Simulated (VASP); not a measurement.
# Be3TeSe2 (P1) in VASP: relaxation of cell and atoms with PBE

Aim: the relaxation of cell and atoms of Be3TeSe2 with PBE.

Everything below comes from runs of VASP 6.6.1. Logs are shortened: lines on timing, memory, paths and dates and some standing lists are left out, and cuts for length are marked.

### Step 1. The cell of the first run

The typed cell holds 12 atoms: a = 3.819 Å, b = 3.787 Å, c = 16.134 Å, α = 91.94°, β = 89.00°, γ = 88.60°.

### Step 2. Relaxation of cell and atoms, PBE

Contents of INCAR:

```
ALGO     = Normal         # electronic algorithm
EDIFF    = 1E-6           # SCF threshold, eV
EDIFFG   = -0.025         # ionic threshold
ENCUT    = 600            # plane-wave cutoff, eV
GGA      = PE             # functional
IBRION   = 2              # ionic algorithm
ISIF     = 3              # what is computed and relaxed
ISMEAR   = 0              # smearing method
LASPH    = True           # aspherical terms in the spheres
LCHARG   = False          # write CHGCAR
LREAL    = False          # projectors in reciprocal space
LWAVE    = False          # write WAVECAR
NELM     = 80             # most SCF steps
NSW      = 80             # ionic steps
PREC     = Accurate       # precision mode
SIGMA    = 0.1            # smearing width, eV
```

Contents of KPOINTS:

```
k-points
0
Gamma
  4 4 1
```

Contents of POSCAR:

```
Be3TeSe2
1.0
    3.8186731880      0.0469130080      0.0336094669
    0.0469130080      3.7859851029     -0.0644779936
    0.1418838430     -0.2721966866     16.1307556525
Be Te Se
6 2 4
Direct
    0.4763494703      0.4916770582      0.1949905237
    0.9953153361      0.0075676735      0.3432235123
    0.5193045185      0.4841061871      0.4910275069
    1.0052718499     -0.0128645369      0.6589012090
    0.4944873901      0.4243923974      0.8159785103
    0.0044272292      0.9858965995      1.0085858546
    0.0170487473      0.5052734268      0.0911420826
    0.5434900196      1.0431516931      0.9104772679
    0.5301059867      1.0490190476      0.2496708012
    0.9918608981      0.4803647313      0.4224051973
    0.4638394358      0.9879680140      0.5740821810
    0.9584991182      0.5534477084      0.7395153532
```

Potentials or basis: VASP PAW PBE potentials, release 64 (Be, Te, Se).

The run is started by

```sh
> cat potpaw_PBE.64/Be/POTCAR potpaw_PBE.64/Te/POTCAR potpaw_PBE.64/Se/POTCAR > POTCAR
> mpirun -np 1 vasp_std > vasp.out
```

OUTCAR:

```text
EDIFF = 1E-6
   EDIFFG = -0.025
   ENCUT = 600
   GGA = PE
   IBRION = 2
   ISIF = 3
   ISMEAR = 0
   LASPH = True
   LREAL = False
   NELM = 80
   NSW = 80
   PREC = Accurate

 ion  position               nearest neighbor table
   1  0.476  0.492  0.195-   9 1.93   9 2.28   7 2.45   7 2.64
   2  0.995  0.008  0.343-  10 2.16   9 2.36  10 2.41   9 2.53
   3  0.519  0.484  0.491-  10 2.10  11 2.30  10 2.32  11 2.36
   4  0.005  0.987  0.659-  12 2.14  11 2.20  12 2.47  11 2.50
   5  0.494  0.424  0.816-   8 2.14  12 2.22  12 2.46   8 2.76
   6  0.004  0.986  0.009-   7 2.29   7 2.34   8 2.40   8 2.59
   7  0.017  0.505  0.091-   6 2.29   6 2.34   1 2.45   1 2.64
   8  0.543  0.043  0.910-   5 2.14   6 2.40   6 2.59   5 2.76
   9  0.530  0.049  0.250-   1 1.93   1 2.28   2 2.36   2 2.53
  10  0.992  0.480  0.422-   3 2.10   2 2.16   3 2.32   2 2.41
  11  0.464  0.988  0.574-   4 2.20   3 2.30   3 2.36   4 2.50
  12  0.958  0.553  0.740-   4 2.14   5 2.22   5 2.46   4 2.47

  LATTYP: Found a triclinic cell.
 ALAT       =     5.3119164278
 B/A-ratio  =     0.7128923749
 C/A-ratio  =     3.3829688570
 COS(alpha) =     0.0199086853
 COS(beta)  =     0.3310148225
 COS(gamma) =     0.6952644804

  Lattice vectors:

 A1 = (  -3.7717601800,   3.7390720949,  -0.0980874605)
 A2 = (   0.0469130080,   3.7859851029,  -0.0644779936)
 A3 = (  -7.7792302190,   0.1783706706, -16.1979745863)

Analysis of symmetry for initial positions (statically):
=====================================================================
 Subroutine PRICEL returns:
 Original cell was already a primitive cell.

 Routine SETGRP: Setting up the symmetry group for a
 triclinic supercell.

 Subroutine GETGRP returns: Found  1 space group operations
 (whereof  1 operations were pure point group operations)
 out of a pool of  2 trial point group operations.

The static configuration has the point symmetry C_1 .

Analysis of symmetry for dynamics (positions and initial velocities):
=====================================================================
 Subroutine PRICEL returns:
 Original cell was already a primitive cell.

 Routine SETGRP: Setting up the symmetry group for a
 triclinic supercell.

 Subroutine GETGRP returns: Found  1 space group operations
 (whereof  1 operations were pure point group operations)
 out of a pool of  2 trial point group operations.

The dynamic configuration has the point symmetry C_1 .

 Subroutine INISYM returns: Found  1 space group operations
 (whereof  1 operations are pure point group operations),
 and found     1 'primitive' translations

----------------------------------------------------------------------------------------

                                     Primitive cell

  volume of cell :     233.0880

  direct lattice vectors                    reciprocal lattice vectors
     3.818673188  0.046913008  0.033609467     0.261932194 -0.003285843 -0.002359365
     0.046913008  3.785985103 -0.064477994    -0.003285843  0.264249197  0.004487946
     0.141883843 -0.272196687 16.130755652    -0.000558887  0.001063105  0.062016231

  length of vectors
     3.819109234  3.786824718 16.133675960     0.261963428  0.264307731  0.062027860

  position of ions in fractional coordinates (direct lattice)
     0.476349470  0.491677058  0.194990524
     0.995315336  0.007567673  0.343223512
     0.519304519  0.484106187  0.491027507
     0.005271850  0.987135463  0.658901209
     0.494487390  0.424392397  0.815978510
     0.004427229  0.985896600  0.008585855
     0.017048747  0.505273427  0.091142083
     0.543490020  0.043151693  0.910477268
     0.530105987  0.049019048  0.249670801
     0.991860898  0.480364731  0.422405197
     0.463839436  0.987968014  0.574082181
     0.958499118  0.553447708  0.739515353

  ion indices of the primitive-cell ions
   primitive index   ion index
                 1           1
                 2           2
                 3           3
                 4           4
                 5           5
                 6           6
                 7           7
                 8           8
                 9           9
                10          10
                11          11
                12          12

----------------------------------------------------------------------------------------

 KPOINTS: k-points

Automatic generation of k-mesh.
 Grid dimensions read from file:
 generate k-points for:    4    4    1

 Generating k-lattice:

  Cartesian coordinates                     Fractional coordinates (reciprocal lattice)
     0.065483048 -0.000821461 -0.000589841     0.250000000 -0.000000000  0.000000000
    -0.000821461  0.066062299  0.001121987     0.000000000  0.250000000 -0.000000000
    -0.000558887  0.001063105  0.062016231     0.000000000  0.000000000  1.000000000

  Length of vectors
     0.065490857  0.066076933  0.062027860

  Shift w.r.t. Gamma in fractional coordinates (k-lattice)
     0.000000000  0.000000000  0.000000000

 Subroutine IBZKPT returns following result:
 ===========================================

 Found     10 irreducible k-points:

 Following reciprocal coordinates:
            Coordinates               Weight
  0.000000  0.000000  0.000000      1.000000
  0.250000 -0.000000 -0.000000      2.000000
  0.500000 -0.000000 -0.000000      1.000000
  0.000000  0.250000  0.000000      2.000000
  0.250000  0.250000  0.000000      2.000000
  0.500000  0.250000  0.000000      2.000000
 -0.250000  0.250000  0.000000      2.000000
  0.000000  0.500000  0.000000      1.000000
  0.250000  0.500000  0.000000      2.000000
  0.500000  0.500000  0.000000      1.000000
   k-points           NKPTS =     10   k-points in BZ     NKDIM =     10   number of bands    NBANDS=     31
   number of dos      NEDOS =    301   number of ions     NIONS =     12
   total plane-waves  NPLWV = 134400
   dimension x,y,z NGX =    32 NGY =   30 NGZ =  140
   dimension x,y,z NGXF=    64 NGYF=   60 NGZF=  280
   ions per type =               6   2   4
   NGX,Y,Z   is equivalent  to a cutoff of  13.93, 13.17, 14.43 a.u.
   NGXF,Y,Z  is equivalent  to a cutoff of  27.86, 26.34, 28.85 a.u.
 SYSTEM =  unknown system
   PREC   = accura    normal or accurate (medium, high low for compatibility)
   ISTART =      0    job   : 0-new  1-cont  2-samecut
   ICHARG =      2    charge: 1-file 2-atom 10-const
   ISPIN  =      1    spin polarized calculation?
   LNONCOLLINEAR =      F non collinear calculations
   LSORBIT =      F    spin-orbit coupling
   LASPH  =      T    aspherical Exc in radial PAW
   ENCUT  =  600.0 eV  44.10 Ry    6.64 a.u.   7.63  7.56 32.22*2*pi/ulx,y,z
   NELM   =     80;   NELMIN=  2; NELMDL= -5     # of ELM steps
   EDIFF  = 0.1E-05   stopping-criterion for ELM
   LREAL  =      F    real-space projection
   EDIFFG = -.3E-01   stopping-criterion for IOM
   NSW    =     80    number of steps for IOM
   IBRION =      2    ionic relax: 0-MD 1-quasi-New 2-CG
   NFREE  =      1    steps in history (QN), initial steepest desc. (CG)
   ISIF   =      3    stress and relaxation
   ISYM   =      2    0-nonsym 1-usesym 2-fastsym
   POTIM  = 0.5000    time-step for ionic-motion
   TEBEG  =    0.0;   TEEND  =   0.0 temperature during run
   PSTRESS=    0.0 pullay stress
   NELECT =      48.0000    total number of electrons
   NUPDOWN=      -1.0000    fix difference up-down
   EMIN   =  10.00;   EMAX   =-10.00  energy-range for DOS
   EFERMI =   0.00;   METHOD = LEGACY
   ISMEAR =     0;   SIGMA  =   0.10  broadening in eV -4-tet -1-fermi 0-gaus
   EFERMI_NEDOS =   21; number of points for ismear=-14 and -15
   IALGO  =     38    algorithm
   IMIX   =      4    mixing-type and parameters
     AMIX     =   0.40;   BMIX     =  1.00
     AMIX_MAG =   1.60;   BMIX_MAG =  1.00
  volume/ion in A,a.u.               =      19.42       131.08
  Fermi-wavevector in a.u.,A,eV,Ry     =   0.966752  1.826897 12.716145  0.934610
  Thomas-Fermi vector in A             =   2.096580
   LORBIT       =      0    0 simple, 1 ext, 2 COOP (PROOUT), +10 PAW based schemes
   GGA     = PE    functional components
   LHFCALC =     F    Hartree Fock is set to
   AEXX    =    0.0000 exact exchange contribution
   IVDW    =     0    specifies the selected vdW correction
   LEPSILON=     F    determine dielectric tensor
   LRPA    =     F    only Hartree local field effects (RPA)
 conjugate gradient relaxation of ions
 non-spin polarized calculation
 Gauss-broadening in eV      SIGMA  =   0.10
  energy-cutoff  :      600.00
  volume of cell :      233.09
 maximum number of plane-waves:      7807
 NGX is ok and might be reduce to    32
   NGX = 15   NGY = 15   NGZ = 65

--------------------------------------- Ionic step        1  -------------------------------------------

 number of electron      48.0000000 magnetization

 Free energy of the ion-electron system (eV)
  ---------------------------------------------------
  ext. energy  EPLUGINS =         0.00000000
  ---------------------------------------------------
  free energy    TOTEN  =       -47.89854406 eV

  energy without entropy =      -47.89854406  energy(sigma->0) =      -47.89854406

------------------------ aborting loop because EDIFF is reached ----------------------------------------

  FORCE on cell =-STRESS in cart. coord.  units (eV):
  Direction    XX          YY          ZZ          XY          YZ          ZX
  --------------------------------------------------------------------------------------
  -------------------------------------------------------------------------------------
  Total       -1.0014799      6.3226110      1.4745981     -1.6653758     -2.0220840     -0.9635245
  in kB       -6.8838740     43.4597413     10.1359472    -11.4472963    -13.8992023     -6.6229798
  external PRESSURE =      15.5706048 kB  Pullay stress =       0.0000000 kB
[... 79 lines left out ...]
--------------------------------------- Ionic step        3  -------------------------------------------

 number of electron      47.9999999 magnetization

 E-fermi :   4.5830     XC(G=0):  -9.0339

 val. band max:        4.1349882586   @ k =   0.0000   0.0000   0.0000
 cond. band min:       5.6837166712   @ k =   0.5000   0.5000   0.0000
 fundamental gap:      1.5487284126
 Fermi energy:         4.5830436788

 k-point     1 :       0.0000    0.0000    0.0000
  band No.  band energies     occupation
      1     -10.0303      2.00000
      2      -9.7212      2.00000
      3      -9.3289      2.00000
      4      -8.7898      2.00000
      5      -7.7888      2.00000
      6      -6.8904      2.00000
[... 368 lines left out ...]
  FREE ENERGIE OF THE ION-ELECTRON SYSTEM (eV)
  ---------------------------------------------------
  free  energy   TOTEN  =       -49.5114174802 eV

  energy  without entropy=      -49.5114174802  energy(sigma->0) =      -49.51141748

[... ionic steps 4 to 15 ...]

--------------------------------------- Ionic step       16  -------------------------------------------

 number of electron      47.9999999 magnetization

------------------------ aborting loop because EDIFF is reached ----------------------------------------
[... 87 lines left out ...]
--------------------------------------- Ionic step       18  -------------------------------------------

 number of electron      47.9999998 magnetization

 Free energy of the ion-electron system (eV)
  ---------------------------------------------------
  ext. energy  EPLUGINS =         0.00000000
  ---------------------------------------------------
  free energy    TOTEN  =       -50.18481327 eV

  energy without entropy =      -50.18481327  energy(sigma->0) =      -50.18481327

 E-fermi :   4.6603     XC(G=0):  -9.2082

 val. band max:        4.1623463337   @ k =   0.0000   0.0000   0.0000
 cond. band min:       6.1236693724   @ k =   0.0000   0.0000   0.0000
 fundamental gap:      1.9613230386
 Fermi energy:         4.6602907817

 k-point     1 :       0.0000    0.0000    0.0000
  band No.  band energies     occupation
      1      -9.7989      2.00000
      2      -9.4497      2.00000
      3      -8.9699      2.00000
      4      -8.4213      2.00000
      5      -7.6645      2.00000
      6      -6.8019      2.00000
[... 368 lines left out ...]
  FREE ENERGIE OF THE ION-ELECTRON SYSTEM (eV)
  ---------------------------------------------------
  free  energy   TOTEN  =       -50.1848132691 eV

  energy  without entropy=      -50.1848132691  energy(sigma->0) =      -50.18481327

 reached required accuracy - stopping structural energy minimisation
```

Run time: 31 min. Hardware: 1 thread of Intel Xeon 8259CL, shared host; peak memory 0.41 GiB.

Results:

```
Free energy                           : -50.1848 eV
Relaxed volume                        : 19.16 Å³/atom
Relaxed cell                          : a = 3.804 Å, b = 3.803 Å, c = 15.898 Å, α = 89.97°, β = 90.00°, γ = 90.00°
Space group after relaxing (to 0.1 Å) : P-4m2 (No. 115)
Energy gained by relaxing             : 190.5 meV/atom
Ionic steps                           : 18
Pressure after relaxing               : 0.0 GPa
Largest force after relaxing          : 0.020 eV/Å
Band gap on the k mesh                : 1.96 eV
```

Forces in eV/Å, atoms in the order of the input:
```
Be  -0.009  0.004  0.003
Be  -0.005 -0.007  0.005
Be   0.003 -0.005 -0.017
Be   0.014  0.008  0.001
Be   0.003  0.000  0.003
Be  -0.003 -0.010 -0.006
Te  -0.020 -0.001  0.003
Te  -0.005  0.002 -0.005
Se  -0.002 -0.015  0.002
Se   0.006  0.003 -0.005
Se   0.009  0.007  0.014
Se   0.008  0.014  0.002
```

Step by step:
| step | energy change (eV) | largest force (eV/Å) | pressure (GPa) | volume (Å³) |
| --- | --- | --- | --- | --- |
| 1 | 0.0000 | 4.4610 | 1.56 | 233.09 |
| 2 | -1.6024 | 1.2595 | -2.03 | 239.43 |
| 3 | -1.6129 | 1.2835 | -2.15 | 240.29 |
| 4 | -2.0989 | 0.6814 | -0.42 | 232.12 |
| 5 | -2.1422 | 0.7094 | 0.44 | 229.13 |
| 6 | -2.2279 | 0.3710 | -0.13 | 230.56 |
| 7 | -2.2337 | 0.3534 | -0.27 | 231.04 |
| 8 | -2.2542 | 0.1538 | -0.02 | 230.07 |
| 9 | -2.2576 | 0.2276 | 0.14 | 229.49 |
| 10 | -2.2681 | 0.1592 | 0.02 | 229.88 |
| 11 | -2.2763 | 0.1892 | -0.20 | 230.65 |
| 12 | -2.2832 | 0.1035 | 0.02 | 229.86 |
| 13 | -2.2837 | 0.0736 | 0.11 | 229.58 |
| 14 | -2.2855 | 0.0373 | -0.01 | 229.98 |
| 15 | -2.2855 | 0.0420 | -0.02 | 230.01 |
| 16 | -2.2859 | 0.0270 | 0.00 | 229.95 |
| 17 | -2.2860 | 0.0251 | 0.01 | 229.89 |
| 18 | -2.2863 | 0.0198 | 0.00 | 229.95 |

Final structure:
```cif
data_structure
_symmetry_space_group_name_H-M 'P 1'
_symmetry_Int_Tables_number 1
_cell_length_a 3.8036
_cell_length_b 3.8027
_cell_length_c 15.8980
_cell_angle_alpha 89.970
_cell_angle_beta 90.003
_cell_angle_gamma 90.003
_cell_volume 229.95
loop_
_atom_site_label
_atom_site_type_symbol
_atom_site_fract_x
_atom_site_fract_y
_atom_site_fract_z
_atom_site_occupancy
Be1 Be 0.50376 0.50163 0.18497 1
Be2 Be 0.00107 0.00136 0.34244 1
Be3 Be 0.49818 0.49961 0.50011 1
Be4 Be 0.99654 0.99738 0.65750 1
Be5 Be 0.49847 0.49898 0.81496 1
Be6 Be 0.00168 0.00157 0.00004 1
Te1 Te 0.00374 0.50146 0.09209 1
Te2 Te 0.50106 0.99931 0.90794 1
Se1 Se 0.50164 0.00182 0.26353 1
Se2 Se 0.99892 0.50056 0.42126 1
Se3 Se 0.49705 0.99880 0.57875 1
Se4 Se 0.99789 0.49752 0.73640 1
```

Levels at points of the mesh, in eV from the valence-band top:
| k point | band 22 | band 23 | band 24 | band 25 | band 26 | band 27 |
| --- | --- | --- | --- | --- | --- | --- |
| (0.00, 0.00, 0.00) | -0.31 | 0.00 | 0.00 | 1.96 | 2.40 | 2.74 |
| (0.50, 0.00, 0.00) | -1.71 | -0.49 | -0.48 | 3.46 | 3.54 | 3.69 |
| (0.00, 0.50, 0.00) | -1.71 | -0.49 | -0.49 | 3.46 | 3.54 | 3.69 |
| (0.50, 0.50, 0.00) | -2.83 | -2.73 | -2.73 | 2.12 | 2.13 | 3.21 |

Caveat: spin-orbit coupling is left out, which moves the levels of the heavy elements. A k mesh can miss the band edges.
